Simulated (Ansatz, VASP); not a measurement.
# One calculation of K3OF, two programs

```
F O K
1.0
     5.17995    0.00000    0.00000
     0.00000    5.17995    0.00000
     0.00000    0.00000    5.17995
F O K
1 1 3
Direct
  0.00000 0.00000 0.00000
  0.50000 0.50000 0.50000
  0.50000 0.50000 0.00000
  0.50000 0.00000 0.50000
  0.00000 0.50000 0.50000
```

Alike in both runs: task single point; functional PBE; k mesh 4 × 4 × 4; no spin polarisation.

|  | VASP | Ansatz |
| --- | --- | --- |
| version | VASP 6.6.1 | Ansatz 0.2.0 |
| potentials or method | VASP PAW PBE potentials, release 64 (F, O, K_sv) | plane waves, PAW |
| plane-wave cutoff (eV) | 520 | 420 |
| occupations | gaussian, width 0.01 eV | fixed |
| valence electrons in the cell | 40 | 40 |

|  | VASP | Ansatz | Ansatz less VASP |
| --- | --- | --- | --- |
| gap on the k mesh at the Fermi level (eV) | 0.87 | 0.88 | +0.012 |
| pressure (GPa) | -0.5 | -0.6 | -0.03 |
